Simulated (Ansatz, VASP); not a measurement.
# Two plane-wave programs on Cu

POSCAR

```
Cu
1.0
   -1.4427933200      1.4427933200      1.3760814500
    1.4427933200     -1.4427933200      1.3760814500
    1.4427933200      1.4427933200     -1.3760814500
Cu
1
Direct
    0.0000000000      0.0000000000      0.0000000000
```

INCAR.step1

```
  PREC = Accurate
  ENCUT = 520
  ISMEAR = 0
  SIGMA = 0.1
  LREAL = F
  LASPH = T
  NELM = 60
  NBANDS = 12
  GGA = PE
  ALGO = Normal
  EDIFF = 1E-4
  LWAVE = T
  LCHARG = F
```

INCAR.step2

```
  PREC = Accurate
  ENCUT = 520
  EDIFF = 1E-7
  ISMEAR = 0
  SIGMA = 0.1
  LREAL = F
  LASPH = T
  NELM = 60
  ALGO = Normal
  ISIF = 2
  LWAVE = F
  LCHARG = T
  METAGGA = R2SCAN
  LMIXTAU = T
  LELF = T
  LVHAR = T
  NBANDS = 12
  ISTART = 1
```

The input KPOINTS:

```
regular mesh
0
Gamma
  30 30 30
```

Input for Ansatz:

```yaml
crystal:
  lattice:
    - [-1.44279332, 1.44279332, 1.37608145]
    - [1.44279332, -1.44279332, 1.37608145]
    - [1.44279332, 1.44279332, -1.37608145]
  atoms:
    - { symbol: Cu, position: [0.0, 0.0, 0.0] }
basis:
  ecutwfc: 500
kpoints:
  mp_grid: { grid: [30, 30, 30] }
hamiltonian:
  xc: r2scan
scf:
  occupations: { method: gaussian, width: 0.1 }
output:
  forces: true
  stress: true
  eigenvalues: true
```

Alike in both runs: task single point; functional r2SCAN; k mesh 30 × 30 × 30; occupations gaussian, width 0.1 eV; no spin polarisation.

```csv
,VASP,Ansatz
version,VASP 6.6.1,Ansatz 0.2.0
potentials or method,"VASP PAW PBE potentials, release 64 (Cu), cutoff 520 eV","scalar-relativistic, plane waves, PAW"
valence electrons in the cell,11,19
```

Ansatz gave:

* gap on the k mesh at the Fermi level (eV): none
* pressure (GPa): 0.3
* traceless stress, the component that is largest in VASP (GPa): 0.05

What did VASP give for the same quantities?

gap on the k mesh at the Fermi level (eV): none; pressure (GPa): 0.9; traceless stress, the component that is largest in VASP (GPa): 0.00.

VASP's potentials were made for PBE, not for r2SCAN. A gap of «none» marks a metal or a gap that the smearing closes. With one functional, cell and mesh, what is left measures potentials, basis and numerics. VASP's potentials hold 11 valence electrons a cell and Ansatz's 19, so a difference there can come from the potentials and not from the codes.
